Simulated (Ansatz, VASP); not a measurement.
**Two plane-wave programs on S**

```
S
1.0
     3.81411    0.00000    0.00000
    -1.90706    3.30312    0.00000
     0.00000    0.00000    9.79218
S
4
Direct
  0.33333 0.66667 0.16100
  0.66667 0.33333 0.66100
  0.33333 0.66667 0.33900
  0.66667 0.33333 0.83900
```

Alike in both runs: task relaxation of cell and atoms; functional PBE; k mesh 6 × 6 × 2; occupations gaussian, width 0.1 eV; no spin polarisation.

```csv
,VASP,Ansatz
version,VASP 6.6.1,Ansatz 0.2.0
potentials or method,"VASP PAW PBE potentials, release 64 (S), cutoff 600 eV","scalar-relativistic, plane waves, PAW"
valence electrons in the cell,24,24
```

```tsv
	VASP	Ansatz	Ansatz less VASP
gap on the k mesh at the Fermi level, each at its own relaxed structure (eV)	none	none	-
relaxed volume (Å³/atom)	22.88	22.74	-0.146
relaxed cell length with the largest relative difference (Å)	10.206	10.117	-0.0890
```

A gap of «none» marks a metal or a gap that the smearing closes.

Noted on VASP's run: the volume moved by over 15 % at a fixed basis, so the end points are rough.
